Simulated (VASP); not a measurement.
**RbCl: single point with HSE06**

Crystal: RbCl.

```
CELL_PARAMETERS angstrom
0.00000 3.30581 3.30581
3.30581 0.00000 3.30581
3.30581 3.30581 0.00000
ATOMIC_POSITIONS crystal
Rb 0.00000 0.00000 0.00000
Cl 0.50000 0.50000 0.50000
```

- Program: VASP 6.6.1
- Task: single point
- Functional: HSE06
- Potentials or basis: VASP PAW PBE potentials, release 64 (Rb_sv, Cl)
- Cutoff: 400 eV
- k mesh: 4 × 4 × 4
- Occupations: gaussian, width 0.01 eV
- Spin: no spin polarisation
- Dipole correction: no
- Grid for exact exchange (PRECFOCK): Normal
- Further INCAR settings: ALGO = Normal; EDIFF = 1e-06; NBANDS = 15
- Share of exact exchange: 0.25
- Screening parameter: 0.2079 1/Å

```yaml
Pressure: 0.3 GPa
Band_gap_on_the_k_mesh: 6.25 eV
```

Levels at points of the mesh, in eV from the valence-band top:
| k point | band 5 | band 6 | band 7 | band 8 | band 9 | band 10 | band 11 | band 12 |
| --- | --- | --- | --- | --- | --- | --- | --- | --- |
| (0.00, 0.00, 0.00) | -8.40 | 0.00 | 0.00 | 0.00 | 6.25 | 9.39 | 9.39 | 9.39 |
| (0.50, 0.00, 0.00) | -8.37 | -0.86 | -0.34 | -0.34 | 8.99 | 9.31 | 11.66 | 11.66 |
| (0.50, 0.50, 0.00) | -8.50 | -0.34 | -0.11 | -0.11 | 7.50 | 9.45 | 11.00 | 11.63 |

Run time: 4.7 min on 1 thread of Intel(R) Xeon(R) Platinum 8259CL CPU @ 2.50GHz (Skylake/Cascade Lake), with other jobs on the host, peak memory 0.27 GiB.

Caveat: the PAW data sets were made with another functional, which shifts forces and pressure a little.
